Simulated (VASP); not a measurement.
Write the native input for VASP 6.6.1 that does the following.

```yaml
Task: single point
Functional: PBE
Potentials_or_basis: VASP PAW PBE potentials, release 64 (C)
Cutoff: 520 eV
k_mesh: 6 × 6 × 4
Occupations: gaussian, width 0.1 eV
Spin: no spin polarisation
Dipole_correction: no
Further_INCAR_settings: ALGO = Normal; EDIFF = 1e-07; NBANDS = 26
```

The structure of C lies in POSCAR:

```
C
1.0
    2.3117453000     -2.5005537300      0.0000000000
    2.3117453000      2.5005537300      0.0000000000
    0.0000000000      0.0000000000      4.3421981400
C
8
Direct
    0.7009306600      0.9699274900      0.4250912100
    0.9699274900      0.7009306600      0.9250912100
    0.2990693400      0.0300725100      0.9250912100
    0.7009306600      0.9699274900      0.0749087900
    0.2990693400      0.0300725100      0.5749087900
    0.0300725100      0.2990693400      0.4250912100
    0.9699274900      0.7009306600      0.5749087900
    0.0300725100      0.2990693400      0.0749087900
```

The input as run:

INCAR

```
ALGO = Normal ; EDIFF = 1E-7
ENCUT = 520 ; GGA = PE
ISIF = 2 ; ISMEAR = 0
LASPH = True ; LCHARG = False
LREAL = False ; LWAVE = False
NBANDS = 26 ; NELM = 80
PREC = Accurate ; SIGMA = 0.1
```

KPOINTS

```
k-points
0
Gamma
  6 6 4
```

Potentials or basis: VASP PAW PBE potentials, release 64 (C).

Launch:

```bash
$ cat potpaw_PBE.64/C/POTCAR > POTCAR
$ mpirun -np 1 vasp_std > vasp.out
```

Results of the run:

| Quantity | Value |
| --- | --- |
| Pressure | 25.8 GPa |
| Largest force | 2.820 eV/Å |
| Band gap on the k mesh | 2.80 eV, indirect (least direct gap 3.82 eV) |

Caveat: forces of over 1 eV/Å act on the atoms, so gaps and moduli don't describe the material at rest.

It took 32 s on 1 thread of Intel(R) Xeon(R) Platinum 8488C (Sapphire Rapids), on a shared host, peak memory 0.17 GiB.
